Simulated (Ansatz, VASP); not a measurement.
**Two plane-wave programs on V**

The input INCAR:

```
PREC = Accurate ; ENCUT = 520
EDIFF = 1E-7 ; ISMEAR = 1
SIGMA = 0.6 ; LREAL = False
LASPH = True ; NELM = 60
ALGO = Normal ; ISIF = 2
LWAVE = False ; LCHARG = True
GGA = CA ; LELF = True
LVHAR = True ; NBANDS = 12
```

KPOINTS

```
regular mesh
0
Gamma
  15 15 15
```

The input POSCAR:

```
V
1.0
   -1.4636513664      1.4636513664      1.4636513664
    1.4636513664     -1.4636513664      1.4636513664
    1.4636513664      1.4636513664     -1.4636513664
V
1
Direct
    0.0000000000      0.0000000000      0.0000000000
```

Input for Ansatz:

```yaml
crystal:
  lattice:
    - [-1.4636513664, 1.4636513664, 1.4636513664]
    - [1.4636513664, -1.4636513664, 1.4636513664]
    - [1.4636513664, 1.4636513664, -1.4636513664]
  atoms:
    - { symbol: V, position: [0.0, 0.0, 0.0] }
hamiltonian:
  xc: lda
  pseudopotentials:
    kind: paw
    azcp:
      V: "pseudopotentials/V.paw.azcp"
basis:
  ecutwfc: 420
  fft_grid_basis: typed
kpoints:
  mp_grid: { grid: [15, 15, 15], shift: [0, 0, 0] }
magnetization:
  spin_polarized: false
scf:
  occupations: { method: methfessel_paxton, width: 0.6 }
  lower_state_search: "off"
output:
  stress: true
```

Alike in both runs: task single point; functional LDA; k mesh 15 × 15 × 15; occupations methfessel-paxton of order 1, width 0.6 eV; no spin polarisation.

|  | VASP | Ansatz |
| --- | --- | --- |
| version | VASP 6.6.1 | Ansatz 0.2.0 |
| potentials or method | VASP PAW LDA potentials, release 64 (V_sv), cutoff 520 eV | plane waves (420 eV) with PAW, scalar-relativistic |
| valence electrons in the cell | 13 | 13 |

|  | VASP | Ansatz | Ansatz less VASP |
| --- | --- | --- | --- |
| pressure (GPa) | 0.3 | -0.2 | -0.50 |

Ansatz warns that its potentials were made for another functional, while VASP's fit it. LDA's correlation is that of Perdew and Zunger in VASP and of Perdew and Wang (1992) in Ansatz.
